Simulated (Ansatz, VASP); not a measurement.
# One calculation of AlNi3, two programs

```
CELL_PARAMETERS angstrom
3.52615 0.00000 0.00000
0.00000 3.52615 0.00000
0.00000 0.00000 3.52615
ATOMIC_POSITIONS crystal
Al 0.00000 0.00000 0.00000
Ni 0.00000 0.50000 0.50000
Ni 0.50000 0.00000 0.50000
Ni 0.50000 0.50000 0.00000
```

Alike in both runs: functional r2SCAN; k mesh 12 × 12 × 12; occupations gaussian, width 0.1 eV; collinear spin.

Ansatz relaxed the structure, and its values are those at the end. VASP's run is a single point on that final structure, the one shown.

```csv
,VASP,Ansatz
version,VASP 6.6.1,Ansatz 0.2.0
potentials or method,"VASP PAW PBE potentials, release 64 (Al, Ni), cutoff 520 eV","scalar-relativistic, plane waves, PAW"
valence electrons in the cell,33,57
```

Ansatz gave:

| Quantity | Value |
| --- | --- |
| gap on the k mesh at the Fermi level (eV) | none |
| pressure (GPa) | 0.0 |
| net moment per atom (μB) | 0.23 |
| size of the moment on the site where the two differ most (μB) | 0.36 |

Q: Which values does VASP return?

A: gap on the k mesh at the Fermi level (eV): none; pressure (GPa): 0.1; net moment per atom (μB): 0.22; size of the moment on the site where the two differ most (μB): 0.33.

VASP's potentials were made for PBE, not for r2SCAN. Site moments also hang on the region over which each program counts them. A gap of «none» marks a metal or a gap that the smearing closes. VASP's potentials hold 33 valence electrons a cell and Ansatz's 57, so a difference there can come from the potentials and not from the codes.
